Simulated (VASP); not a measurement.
Wanted: the native input for a VASP 6.6.1 run.

| Quantity | Value |
| --- | --- |
| Task | single point |
| Functional | PBE |
| Potentials or basis | VASP PAW PBE potentials, release 64 (Ti_sv, Te) |
| Cutoff | 520 eV |
| k mesh | 6 × 6 × 1 |
| Occupations | methfessel-paxton, width 0.15 eV |
| Spin | no spin polarisation |
| Dipole correction | yes |
| Electric field (eV/Å) | 0.1 |
| Further INCAR settings | ALGO = Normal; EDIFF = 1e-06; NBANDS = 33; EFIELD = -0.1 |

The structure of TiTe2 lies in POSCAR:

```
TiTe2
1.0
    3.7770000000      0.0000000000      0.0000000000
   -1.8885000000      3.2709779501      0.0000000000
    0.0000000000      0.0000000000     25.2883256000
Ti Te
2 4
Direct
    0.0000000000      0.0000000000      0.2768075716
    0.0000000000      0.0000000000      0.5337640860
    0.6666670000      0.3333330000      0.3443357436
    0.3333330000      0.6666670000      0.4662359140
    0.6666670000      0.3333330000      0.6012922580
    0.3333330000      0.6666670000      0.7231924284
```

The input as run:

INCAR

```
SYSTEM = TiTe2
PREC = Accurate ; ENCUT = 520
EDIFF = 1E-6 ; ISMEAR = 1
SIGMA = 0.15 ; LREAL = .FALSE.
LASPH = .TRUE. ; NELM = 100
ALGO = Normal ; ISIF = 2
LWAVE = .FALSE. ; LCHARG = .TRUE.
LDIPOL = .TRUE. ; IDIPOL = 3
DIPOL = 0.5 0.5 0.491 ; GGA = PE
LELF = .TRUE. ; LVHAR = .TRUE.
LVACPOTAV = .TRUE. ; NBANDS = 33
EFIELD = -0.1
```

KPOINTS

```
Automatic mesh
0
G
  6 6 1
  0 0 0
```

Potentials or basis: VASP PAW PBE potentials, release 64 (Ti_sv, Te).

Run with:

```bash
$ cat potpaw_PBE.64/Ti_sv/POTCAR potpaw_PBE.64/Te/POTCAR > POTCAR
$ mpirun -np 1 vasp_std > vasp.out
```

Results of the run:

```yaml
Largest_force: 0.953 eV/Å
Band_gap_on_the_k_mesh: zero (band 24 reaches 1.82 eV, above the bottom of band 25 at 1.12 eV)
```

Caveat: spin-orbit coupling is left out, which moves the levels of the heavy elements.

It took 4.1 min on 1 thread of Intel(R) Xeon(R) Platinum 8375C CPU @ 2.90GHz (Ice Lake) (shared host), peak memory 0.4 GiB.
